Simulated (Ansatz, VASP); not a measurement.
## Se in VASP and in Ansatz

File INCAR:

```
SYSTEM = Se
ALGO = Normal
EDIFF = 1E-6
ENCUT = 520
GGA = PE
ISIF = 2
ISMEAR = 0
LASPH = .TRUE.
LCHARG = .FALSE.
LREAL = .FALSE.
LWAVE = .FALSE.
NBANDS = 9
NELM = 100
PREC = Accurate
SIGMA = 0.1
```

Contents of KPOINTS:

```
k-points
0
G
  6 6 4
  0 0 0
```

The input POSCAR:

```
Se
1.0
    2.7091444500      0.0000000000      0.0000000000
    0.0000000000      2.7091444500      0.0000000000
    0.0000000000      0.0000000000      3.9654005800
Se
1
Direct
    0.0000000000      0.0000000000      0.5000000000
```

Input for Ansatz:

```yaml
crystal:
  lattice:
    - [2.70914445, 0.0, 0.0]
    - [0.0, 2.70914445, 0.0]
    - [0.0, 0.0, 3.96540058]
  atoms:
    - { symbol: Se, position: [0.0, 0.0, 0.5] }
basis:
  ecutwfc: 420
kpoints:
  mp_grid: { grid: [6, 6, 4] }
hamiltonian:
  xc: pbe
scf:
  occupations: { method: gaussian, width: 0.1 }
  lower_state_search: "off"
output:
  forces: true
  stress: true
  eigenvalues: true
```

Alike in both runs: task single point; functional PBE; k mesh 6 × 6 × 4; occupations gaussian, width 0.1 eV; no spin polarisation.

|  | VASP | Ansatz |
| --- | --- | --- |
| version | VASP 6.6.1 | Ansatz 0.2.0 |
| potentials or method | VASP PAW PBE potentials, release 64 (Se), cutoff 520 eV | scalar-relativistic, plane waves, PAW |
| valence electrons in the cell | 6 | 16 |

|  | VASP | Ansatz | Ansatz less VASP |
| --- | --- | --- | --- |
| gap on the k mesh at the Fermi level (eV) | none | none | - |
| pressure (GPa) | -3.3 | -3.4 | -0.02 |
| traceless stress, the component that is largest in VASP (GPa) | 3.48 | 3.44 | -0.038 |

A gap of «none» marks a metal or a gap that the smearing closes. VASP's potentials hold 6 valence electrons a cell and Ansatz's 16, so a difference there can come from the potentials and not from the codes.

The k mesh is coarse, so the values compare programs but aren't converged.
